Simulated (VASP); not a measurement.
A run of VASP 6.6.1 is set up as follows.

The input INCAR:

```
SYSTEM = PbS
ALGO = Normal
EDIFF = 1E-8
ENCUT = 520
GGA = PS
ISIF = 2
ISMEAR = -1
LASPH = .TRUE.
LCHARG = .FALSE.
LEFG = .TRUE.
LREAL = .FALSE.
LWAVE = .FALSE.
NBANDS = 28
NELM = 80
PREC = Accurate
SIGMA = 0.01
```

File KPOINTS:

```
k-points
0
G
  7 7 3
  0 0 0
```

File POSCAR:

```
PbS
1.0
    2.9110950000     -2.8710000000      0.0000000000
    2.9110950000      2.8710000000      0.0000000000
   -1.0692495000      0.0000000000     11.7092900000
Pb S
2 2
Direct
    0.7756000000      0.7756000000      0.6363800000
    0.2244000000      0.2244000000      0.3636200000
    0.2684000000      0.2684000000      0.5986000000
    0.7316000000      0.7316000000      0.4014000000
```

Potentials or basis: VASP PAW PBE potentials, release 64 (Pb_d, S).

The run is started by

```console
$ cat potpaw_PBE.64/Pb_d/POTCAR potpaw_PBE.64/S/POTCAR > POTCAR
$ mpirun -np 1 vasp_std > vasp.out
```

Problem. Estimate the band gap on the k mesh.

Solution. 1.18 eV, direct.

Problem. Estimate the largest force.

Solution. 0.571 eV/Å.

Electric field gradients, principal values (V/Å²):
```tsv
atom	least	middle	greatest (by size)
1 Pb	19.746	78.516	-98.261
2 Pb	19.746	78.516	-98.261
3 S	0.290	2.558	-2.848
4 S	0.290	2.558	-2.848
```

Caveat: the cell differs from its parent crystal (equal xx and yy strain of -1 %); without QUAD_EFG the Cq values of the log hold for a quadrupole moment of 1 mb, not for the nuclei; the PAW data sets were made with another functional, which shifts forces and pressure a little; spin-orbit coupling is left out, which moves the levels of the heavy elements.
